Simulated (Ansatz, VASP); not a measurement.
# Two plane-wave programs on Ti2RuC3

```
CELL_PARAMETERS angstrom
-1.52726 1.52726 6.44823
1.52726 -1.52726 6.44823
1.52726 1.52726 -6.44823
ATOMIC_POSITIONS crystal
Ti 0.66765 0.66765 0.00000
Ti 0.33235 0.33235 0.00000
Ru 0.00000 0.00000 0.00000
C 0.83326 0.83326 0.00000
C 0.16674 0.16674 0.00000
C 0.50000 0.50000 0.00000
```

Alike in both runs: functional PBE; k mesh 14 × 14 × 14; occupations gaussian, width 0.1 eV; no spin polarisation.

Ansatz relaxed the structure, and its values are those at the end. VASP's run is a single point on that final structure, the one shown.

|  | VASP | Ansatz |
| --- | --- | --- |
| version | VASP 6.6.1 | Ansatz 0.2.0 |
| potentials or method | VASP PAW PBE potentials, release 64 (Ti_sv, Ru_pv, C), cutoff 520 eV | scalar-relativistic, plane waves, PAW |
| valence electrons in the cell | 50 | 52 |

|  | VASP | Ansatz | Ansatz less VASP |
| --- | --- | --- | --- |
| gap on the k mesh at the Fermi level (eV) | none | none | - |
| pressure (GPa) | 0.2 | 0.0 | -0.17 |

A gap of «none» marks a metal or a gap that the smearing closes. The functional is the same, so the differences come from potentials, cutoffs and numerics. VASP's potentials hold 50 valence electrons a cell and Ansatz's 52, so a difference there can come from the potentials and not from the codes.
